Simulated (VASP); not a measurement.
# Al (I4/mmm) in VASP: a series of runs, part 3 of 3

VASP 6.6.1. The steps go on from the part before.

## 5. Single point, PBEsol (biaxial strain in the a-b plane: +1.5 %)

INCAR reads:

```
SYSTEM = Al
PREC = Accurate ; ENCUT = 520
EDIFF = 1E-7 ; ISMEAR = 0
SIGMA = 0.1 ; LREAL = .False.
LASPH = .True. ; NELM = 100
ALGO = Fast ; ISIF = 2
LWAVE = .False. ; LCHARG = .False.
GGA = PS ; NBANDS = 10
```

KPOINTS reads:

```
Automatic mesh
0
Gamma
  18 18 14
  0 0 0
```

POSCAR reads:

```
Al
1.0
    2.0378117446      2.0378117446      0.0000000000
   -2.0378117446      2.0378117446      0.0000000000
    0.0000000000      0.0000000000      3.9792540668
Al
2
Direct
    0.0000000000      0.0000000000      0.0000000000
    0.5000000000      0.5000000000      0.5000000000
```

Potentials or basis: VASP PAW PBE potentials, release 64 (Al).

The run is started by

```
$ cat potpaw_PBE.64/Al/POTCAR > POTCAR
$ mpirun -np 1 vasp_std > vasp.out
```

OUTCAR:

```text
SYSTEM = Al
   PREC = Accurate
   ENCUT = 520
   EDIFF = 1E-7
   ISMEAR = 0
   LREAL = .False.
   LASPH = .True.
   NELM = 100
   ISIF = 2
   GGA = PS

 ion  position               nearest neighbor table
   1  0.000  0.000  0.000-   2 2.85   2 2.85   2 2.85   2 2.85   2 2.85   2 2.85   2 2.85   2 2.85

   2  0.500  0.500  0.500-   1 2.85   1 2.85   1 2.85   1 2.85   1 2.85   1 2.85   1 2.85   1 2.85

  LATTYP: Found a simple tetragonal cell.
 ALAT       =     2.8819010068
 C/A-ratio  =     1.3807740299

  Lattice vectors:

 A1 = (   2.0378117446,   2.0378117446,   0.0000000000)
 A2 = (  -2.0378117446,   2.0378117446,   0.0000000000)
 A3 = (   0.0000000000,   0.0000000000,   3.9792540668)

Analysis of symmetry for initial positions (statically):
=====================================================================
 Subroutine PRICEL returns following result:

  LATTYP: Found a body centered tetragonal cell.
 ALAT       =     2.8819010068
 C/A-ratio  =     1.3807740299

  Lattice vectors:

 A1 = (   0.0000000000,  -2.0378117446,  -1.9896270334)
 A2 = (   0.0000000000,   2.0378117446,  -1.9896270334)
 A3 = (   2.0378117446,   0.0000000000,   1.9896270334)

   2 primitive cells build up your supercell.

 Routine SETGRP: Setting up the symmetry group for a
 simple tetragonal supercell.

 Subroutine GETGRP returns: Found 16 space group operations
 (whereof 16 operations were pure point group operations)
 out of a pool of 16 trial point group operations.

The static configuration has the point symmetry D_4h.

Analysis of symmetry for dynamics (positions and initial velocities):
=====================================================================
 Subroutine PRICEL returns following result:

  LATTYP: Found a body centered tetragonal cell.
 ALAT       =     2.8819010068
 C/A-ratio  =     1.3807740299

  Lattice vectors:

 A1 = (   0.0000000000,  -2.0378117446,  -1.9896270334)
 A2 = (   0.0000000000,   2.0378117446,  -1.9896270334)
 A3 = (   2.0378117446,   0.0000000000,   1.9896270334)

   2 primitive cells build up your supercell.

 Routine SETGRP: Setting up the symmetry group for a
 simple tetragonal supercell.

 Subroutine GETGRP returns: Found 16 space group operations
 (whereof 16 operations were pure point group operations)
 out of a pool of 16 trial point group operations.

The dynamic configuration has the point symmetry D_4h.

 Subroutine INISYM returns: Found 16 space group operations
 (whereof 16 operations are pure point group operations),
 and found     2 'primitive' translations

----------------------------------------------------------------------------------------

                                     Primitive cell

  volume of cell :      16.5246

  direct lattice vectors                    reciprocal lattice vectors
     0.000000000 -2.037811745 -1.989627033     0.245361232 -0.245361232 -0.251303381
     0.000000000  2.037811745 -1.989627033     0.245361232  0.245361232 -0.251303381
     2.037811745  0.000000000  1.989627033     0.490722464  0.000000000  0.000000000

  length of vectors
     2.848033082  2.848033082  2.848033082     0.428436293  0.428436293  0.490722464

  position of ions in fractional coordinates (direct lattice)
     0.000000000  0.000000000  0.000000000

[... 31 lines left out ...]
            Coordinates               Weight
  0.000000  0.000000  0.000000      1.000000
  0.055556  0.000000  0.000000      4.000000
  0.111111  0.000000  0.000000      4.000000
  0.166667  0.000000  0.000000      4.000000
  0.222222  0.000000  0.000000      4.000000
  0.277778  0.000000  0.000000      4.000000
[... 16 lines left out ...]
  0.277778  0.111111  0.000000      8.000000
  0.333333  0.111111  0.000000      8.000000
 [... further k-points ...]
   k-points           NKPTS =    440   k-points in BZ     NKDIM =    440   number of bands    NBANDS=     10
   number of dos      NEDOS =    301   number of ions     NIONS =      2
   total plane-waves  NPLWV =  17280
   dimension x,y,z NGX =    24 NGY =   24 NGZ =   30
   dimension x,y,z NGXF=    48 NGYF=   48 NGZF=   60
   ions per type =               2
   NGX,Y,Z   is equivalent  to a cutoff of  13.84, 13.84, 12.53 a.u.
   NGXF,Y,Z  is equivalent  to a cutoff of  27.69, 27.69, 25.07 a.u.
 SYSTEM =  Al
   PREC   = accura    normal or accurate (medium, high low for compatibility)
   ISTART =      0    job   : 0-new  1-cont  2-samecut
   ICHARG =      2    charge: 1-file 2-atom 10-const
   ISPIN  =      1    spin polarized calculation?
   LNONCOLLINEAR =      F non collinear calculations
   LSORBIT =      F    spin-orbit coupling
   LASPH  =      T    aspherical Exc in radial PAW
   ENCUT  =  520.0 eV  38.22 Ry    6.18 a.u.   5.36  5.36  7.40*2*pi/ulx,y,z
   NELM   =    100;   NELMIN=  2; NELMDL= -5     # of ELM steps
   EDIFF  = 0.1E-06   stopping-criterion for ELM
   LREAL  =      F    real-space projection
   EDIFFG = 0.1E-05   stopping-criterion for IOM
   NSW    =      0    number of steps for IOM
   IBRION =     -1    ionic relax: 0-MD 1-quasi-New 2-CG
   NFREE  =      0    steps in history (QN), initial steepest desc. (CG)
   ISIF   =      2    stress and relaxation
   ISYM   =      2    0-nonsym 1-usesym 2-fastsym
   POTIM  = 0.5000    time-step for ionic-motion
   TEBEG  =    0.0;   TEEND  =   0.0 temperature during run
   PSTRESS=    0.0 pullay stress
   NELECT =       6.0000    total number of electrons
   NUPDOWN=      -1.0000    fix difference up-down
   EMIN   =  10.00;   EMAX   =-10.00  energy-range for DOS
   EFERMI =   0.00;   METHOD = LEGACY
   ISMEAR =     0;   SIGMA  =   0.10  broadening in eV -4-tet -1-fermi 0-gaus
   EFERMI_NEDOS =   21; number of points for ismear=-14 and -15
   IALGO  =     68    algorithm
   IMIX   =      4    mixing-type and parameters
     AMIX     =   0.40;   BMIX     =  1.00
     AMIX_MAG =   1.60;   BMIX_MAG =  1.00
  volume/ion in A,a.u.               =      16.52       111.51
  Fermi-wavevector in a.u.,A,eV,Ry     =   0.926983  1.751745 11.691464  0.859298
  Thomas-Fermi vector in A             =   2.053004
   LORBIT       =      0    0 simple, 1 ext, 2 COOP (PROOUT), +10 PAW based schemes
   GGA     = PS    functional components
   LHFCALC =     F    Hartree Fock is set to
   AEXX    =    0.0000 exact exchange contribution
   IVDW    =     0    specifies the selected vdW correction
   LEPSILON=     F    determine dielectric tensor
   LRPA    =     F    only Hartree local field effects (RPA)
 non-spin polarized calculation
 RMM-DIIS sequential band-by-band and
 Gauss-broadening in eV      SIGMA  =   0.10
  energy-cutoff  :      520.00
  volume of cell :       33.05
 maximum number of plane-waves:       908
 NGX is ok and might be reduce to    24
   NGX = 11   NGY = 11   NGZ = 15

 number of electron       6.0000000 magnetization

 Free energy of the ion-electron system (eV)
  ---------------------------------------------------
  ext. energy  EPLUGINS =         0.00000000
  ---------------------------------------------------
  free energy    TOTEN  =        -8.17943577 eV

  energy without entropy =       -8.17503966  energy(sigma->0) =       -8.17723771

 E-fermi :   7.9219     XC(G=0): -10.2514

 val. band max:        7.9219007926   @ k =   0.2222   0.1667   0.2143
 cond. band min:       7.9272930326   @ k =   0.3333   0.2778   0.0000
 fundamental gap:      0.0053922401
 Fermi energy:         7.9219046398

 k-point     1 :       0.0000    0.0000    0.0000
  band No.  band energies     occupation
      1      -3.1851      2.00000
      2       5.2548      2.00000
      3       6.6553      2.00000
      4      13.0052      0.00000
      5      13.2238      0.00000
      6      13.2238      0.00000
      7      16.6780      0.00000
      8      20.4435      0.00000
      9      20.4435      0.00000
     10      20.6990      0.00000
[... 287 lines left out ...]
 k-point    24 :       0.3333    0.1111    0.0000
  band No.  band energies     occupation
      1      -1.0020      2.00000
      2       4.7147      2.00000
      3       7.2648      2.00000
      4       8.8131      0.00000
      5      12.3204      0.00000
      6      12.7131      0.00000
      7      14.1844      0.00000
      8      17.6081      0.00000
      9      19.6676      0.00000
     10      19.9070      0.00000

 [... further k-points ...]
[... 5 lines left out ...]
  --------------------------------------------------------------------------------------
  -------------------------------------------------------------------------------------
  Total       -0.4181958     -0.4181958     -0.1260653      0.0000000      0.0000000      0.0000000
  in kB      -20.2735830    -20.2735830     -6.1114808      0.0000000      0.0000000      0.0000000
  external PRESSURE =     -15.5528823 kB  Pullay stress =       0.0000000 kB

 VOLUME and BASIS-vectors are now :
 -----------------------------------------------------------------------------
  energy-cutoff  :      520.00
  volume of cell :       33.05
      direct lattice vectors                 reciprocal lattice vectors
     2.037811745  2.037811745  0.000000000     0.245361232  0.245361232  0.000000000
    -2.037811745  2.037811745  0.000000000    -0.245361232  0.245361232  0.000000000
     0.000000000  0.000000000  3.979254067     0.000000000  0.000000000  0.251303381

 POSITION                                       TOTAL-FORCE (eV/Angst)
 -----------------------------------------------------------------------------------
      0.00000      0.00000      0.00000         0.000000      0.000000     -0.000000
      0.00000      2.03781      1.98963        -0.000000     -0.000000      0.000000
 -----------------------------------------------------------------------------------
    total drift:                               -0.000000      0.000000     -0.000000

  FREE ENERGIE OF THE ION-ELECTRON SYSTEM (eV)
  ---------------------------------------------------
  free  energy   TOTEN  =        -8.1794357666 eV

  energy  without entropy=       -8.1750396583  energy(sigma->0) =       -8.17723771
```

OSZICAR:

```text
N       E                     dE             d eps       ncg     rms          rms(c)
DAV:   1    -0.914817337820E+00   -0.91482E+00   -0.21627E+03  8840   0.440E+02
DAV:   2    -0.807185586842E+01   -0.71570E+01   -0.68471E+01 11636   0.548E+01
DAV:   3    -0.823537700958E+01   -0.16352E+00   -0.16140E+00 11314   0.645E+00
DAV:   4    -0.823621789620E+01   -0.84089E-03   -0.84018E-03 10424   0.515E-01
DAV:   5    -0.823622536453E+01   -0.74683E-05   -0.74679E-05 10534   0.471E-02    0.196E+00
RMM:   6    -0.820233269070E+01    0.33893E-01   -0.34519E-03  8891   0.309E-01    0.114E+00
RMM:   7    -0.817946757803E+01    0.22865E-01   -0.95641E-03  9229   0.505E-01    0.171E-01
RMM:   8    -0.817943175224E+01    0.35826E-04   -0.41166E-04  9567   0.133E-01    0.283E-02
RMM:   9    -0.817943838365E+01   -0.66314E-05   -0.70364E-05  9903   0.595E-02    0.235E-02
RMM:  10    -0.817943918632E+01   -0.80267E-06   -0.11447E-05 10103   0.229E-02    0.168E-02
RMM:  11    -0.817943256938E+01    0.66169E-05   -0.22984E-06 10029   0.775E-03    0.128E-01
RMM:  12    -0.817943619031E+01   -0.36209E-05   -0.11261E-06  9930   0.824E-03    0.168E-02
RMM:  13    -0.817943574272E+01    0.44759E-06   -0.28490E-07  9301   0.326E-03    0.285E-03
RMM:  14    -0.817943576657E+01   -0.23848E-07   -0.63782E-08  6375   0.189E-03
   1 F= -.81794358E+01 E0= -.81772377E+01  d E =-.439611E-02
```

stdout:

```text
POSCAR found type information on POSCAR Al
 POSCAR found :  1 types and       2 ions
 scaLAPACK will be used
 -----------------------------------------------------------------------------
|                                                                             |
|                                                                             |
|     You enforced a specific xc type in the INCAR file but a different       |
|     I HOPE YOU KNOW WHAT YOU ARE DOING!                                     |
|                                                                             |
 -----------------------------------------------------------------------------

 LDA part: xc-table for (Slater+PW92), standard interpolation
 POSCAR, INCAR and KPOINTS ok, starting setup
 FFT: planning ... GRIDC
 FFT: planning ... GRID_SOFT
 FFT: planning ... GRID
 WAVECAR not read
 entering main loop
```

Run time: 57 s. Hardware: 1 thread of Intel Xeon Platinum 8488C (Sapphire Rapids), shared host; peak memory 0.23 GiB.

Results:

- Free energy: -8.1794 eV
- Pressure: -1.6 GPa
- Band gap on the k mesh: zero (band 3 reaches 15.21 eV, above the bottom of band 4 at 3.56 eV)

Levels at points of the mesh, in eV from the Fermi level:
```csv
k point,band 1,band 2,band 3,band 4,band 5,band 6,band 7
"(0.00, 0.00, 0.00)",-11.11,-2.67,-1.27,5.08,5.30,5.30,8.76
"(0.50, 0.00, 0.00)",-6.72,-6.72,1.41,1.41,3.02,3.02,9.12
"(0.50, 0.50, 0.00)",-3.02,-3.02,-1.76,-1.76,5.36,5.36,5.66
"(0.00, 0.00, 0.50)",-8.79,-8.79,7.29,7.29,7.29,7.29,7.38
"(0.50, 0.00, 0.50)",-4.57,-4.57,-4.36,-4.36,11.10,11.10,11.18
"(0.50, 0.50, 0.50)",-0.87,-0.87,-0.87,-0.87,0.08,0.08,1.02
```

Caveat: the cell differs from its parent crystal (biaxial strain in the a-b plane: +1.5 %); the PAW data sets were made with another functional, which shifts forces and pressure a little.

## 6. Summary

| cell | gap on the mesh (eV) | pressure (GPa) |
| --- | --- | --- |
| a = 2.754, b = 2.754, c = 4.176 Å, 2 atoms | none | 2.3 |
| a = 2.797, b = 2.797, c = 4.062 Å, 2 atoms | none | 1.6 |
| a = 2.882, b = 2.882, c = 3.951 Å, 2 atoms | none | -1.0 |
| a = 2.882, b = 2.882, c = 3.979 Å, 2 atoms | none | -1.6 |

Alike in all rows: task single point; level PBEsol; potentials or basis VASP PAW PBE potentials, release 64 (Al); no spin polarisation; k mesh 18 × 18 × 14; cutoff (eV) 520; smearing gaussian 0.1 eV.

Caveats: the PAW data sets were made with another functional, which shifts forces and pressure a little.

Absolute energies hang on the potentials; compare differences alone.
